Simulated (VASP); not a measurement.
Runs of VASP 6.6.1 on Nb. The structure is that of space group Fm-3m (No. 225), or close to it. The cells are those of the table. 

```csv
level,cell,k mesh,gap on the mesh (eV),pressure (GPa)
r2SCAN,"a = 2.979 Å, angles 60.0°, 1 atom",18 × 18 × 18,none,-0.2
r2SCAN,"a = 2.977 Å, angles 60.0°, 1 atom",18 × 18 × 18,none,(a)
PBE,"a = 2.986 Å, angles 60.0°, 1 atom",8 × 8 × 8,none,-1.1
PBE,"a = 2.940 Å, angles 60.0°, 1 atom",8 × 8 × 8,none,6.8
```

Alike in all rows: task single point; potentials or basis VASP PAW PBE potentials, release 64 (Nb_sv); no spin polarisation; cutoff (eV) 520; smearing gaussian 0.05 eV.

Q: Estimate the missing entries.

A: (a) 0.2.

Caveats: the PAW data sets were made with another functional, which shifts forces and pressure a little (some runs).

A k mesh can miss the band edges, and the runs leave out spin-orbit coupling on Nb.

A gap of «none» marks levels without a gap at the run's occupations.
